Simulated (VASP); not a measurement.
A run of VASP 6.6.1:

The input INCAR:

```
SYSTEM = SiO2
  ALGO = Normal
  EDIFF = 1E-6
  ENCUT = 520
  GGA = CA
  ISIF = 2
  ISMEAR = -1
  LASPH = .True.
  LCHARG = .False.
  LREAL = .False.
  LWAVE = .False.
  NBANDS = 44
  NELM = 100
  PREC = Accurate
  SIGMA = 0.05
```

File KPOINTS:

```
k-points
0
Gamma
  7 7 7
  0 0 0
```

File POSCAR:

```
SiO2
1.0
   -2.8378980000      2.8378980000      5.6602100000
    2.8378980000     -2.8378980000      5.6602100000
    2.8378980000      2.8378980000     -5.6602100000
Si O
4 8
Direct
    0.8750000000      0.2636180000      0.8886180000
    0.0136180000      0.6250000000      0.8886180000
    0.7363820000      0.1250000000      0.1113820000
    0.3750000000      0.9863820000      0.1113820000
    0.6337270000      0.1337270000      0.5000000000
    0.4678770000      0.9678770000      0.9357540000
    0.0321230000      0.5321230000      0.0642460000
    0.1162730000      0.1162730000      0.0000000000
    0.8837270000      0.8837270000      0.0000000000
    0.8662730000      0.3662730000      0.5000000000
    0.2821230000      0.7178770000      0.0000000000
    0.7178770000      0.2821230000      0.0000000000
```

Potentials or basis: VASP PAW LDA potentials, release 64 (Si, O).

Run with:

```console
$ cat potpaw_LDA.64/Si/POTCAR potpaw_LDA.64/O/POTCAR > POTCAR
$ mpirun -np 1 vasp_std > vasp.out
```

Hardware: 1 thread of Intel Xeon 8259CL (shared host).

Task: Estimate the wall time of this run.

Result: Run time: 16 min on 1 thread of Intel Xeon 8259CL, on a shared host, peak memory 0.43 GiB. Counts: scf iterations 14, k points 40.
